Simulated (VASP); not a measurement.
The system is BN.

```xyz
2
Lattice="0.0000 1.8050 1.8050 1.8050 0.0000 1.8050 1.8050 1.8050 0.0000" Properties=species:S:1:pos:R:3 pbc="T T T"
B     0.0000    0.0000    0.0000
N     0.9025    0.9025    0.9025
```

```yaml
Program: VASP 6.6.1
Task: relaxation of cell and atoms
Functional: LDA
Potentials_or_basis: VASP PAW LDA potentials, release 64 (B, N)
Cutoff: 600 eV
k_mesh: 10 × 10 × 10
Occupations: gaussian, width 0.1 eV
Spin: no spin polarisation
```

At the start: pressure -8.8 GPa; volume 5.88 Å³/atom.

Problem. Where does the relaxation end?

Solution. Over 3 steps the energy falls by 3.7 meV/atom and the volume is 5.75 Å³/atom (-2.2 %); space group F-43m (No. 216, to 0.1 Å) before and after.

Step by step:
```csv
step,energy change (eV),largest force (eV/Å),pressure (GPa),volume (Å³)
1,0.0000,0.0000,-8.80,11.76
2,0.0012,0.0000,10.19,11.22
3,-0.0074,0.0000,-0.04,11.50
```

Final structure:
```
B N
1.0
     0.00000    1.79137    1.79137
     1.79137    0.00000    1.79137
     1.79137    1.79137    0.00000
B N
1 1
Direct
  0.00000 0.00000 0.00000
  0.25000 0.25000 0.25000
```
